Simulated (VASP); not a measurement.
## Ga: relaxation of cell and atoms with LDA

The system is Ga.

```xyz
2
Lattice="3.0261 0.0000 0.0000 -1.5131 2.6207 0.0000 0.0000 0.0000 4.9417" Properties=species:S:1:pos:R:3 pbc="T T T"
Ga    0.0000    1.7471    1.2354
Ga    1.5131    0.8736    3.7062
```

This isn't the form of Ga at room conditions, which is orthorhombic.

```yaml
Program: VASP 6.6.1
Task: relaxation of cell and atoms
Functional: LDA
Potentials_or_basis: VASP PAW LDA potentials, release 64 (Ga_d)
Cutoff: 600 eV
k_mesh: 12 × 12 × 7
Occupations: fermi-dirac, width 0.1 eV
Spin: no spin polarisation
Dipole_correction: no
Further_INCAR_settings: ALGO = Normal; EDIFF = 1e-06; IBRION = 2; EDIFFG = -0.01; NSW = 80; ISIF = 3
```

The relaxed volume is 17.28 Å³/atom and the relaxed cell is a = 2.932 Å, b = 2.932 Å, c = 4.641 Å, α = 90.00°, β = 90.00°, γ = 120.00°. The space group after relaxing (to 0.1 Å) is P6_3/mmc (No. 194) and the energy gained by relaxing is 51.0 meV/atom. The ionic steps are 6, the pressure after relaxing is 0.1 GPa and the band gap on the k mesh is zero (bands 13 and 14 overlap by 6.69 eV).

Step by step:
```
step  energy change (eV)  largest force (eV/Å)  pressure (GPa)  volume (Å³)
   1              0.0000                0.0000           -6.04        39.19
   2             -0.0975                0.0000           -1.14        35.15
   3             -0.0997                0.0000            0.20        34.47
   4             -0.0997                0.0000           -0.09        34.56
   5             -0.1006                0.0000           -0.04        34.56
   6             -0.1021                0.0000            0.05        34.56
```

Final structure:
```yaml
crystal:
  lattice:
    - [2.93244, 0.00000, 0.00000]
    - [-1.46622, 2.53957, 0.00000]
    - [0.00000, 0.00000, 4.64109]
  atoms:
    - { symbol: Ga, position: [0.33333, 0.66667, 0.25000] }
    - { symbol: Ga, position: [0.66667, 0.33333, 0.75000] }
```

Levels at points of the mesh, in eV from the Fermi level:
```csv
k point,band 9,band 10,band 11,band 12,band 13,band 14,band 15,band 16,band 17
"(0.00, 0.00, 0.00)",-14.81,-14.81,-11.75,-4.67,-4.22,9.79,9.79,11.97,11.97
"(0.50, 0.00, 0.00)",-14.79,-14.79,-6.03,-5.30,0.90,0.93,1.02,3.31,4.79
```

Run time: 3.1 min on 1 thread of Intel Xeon 8259CL, on a shared host, peak memory 0.18 GiB.
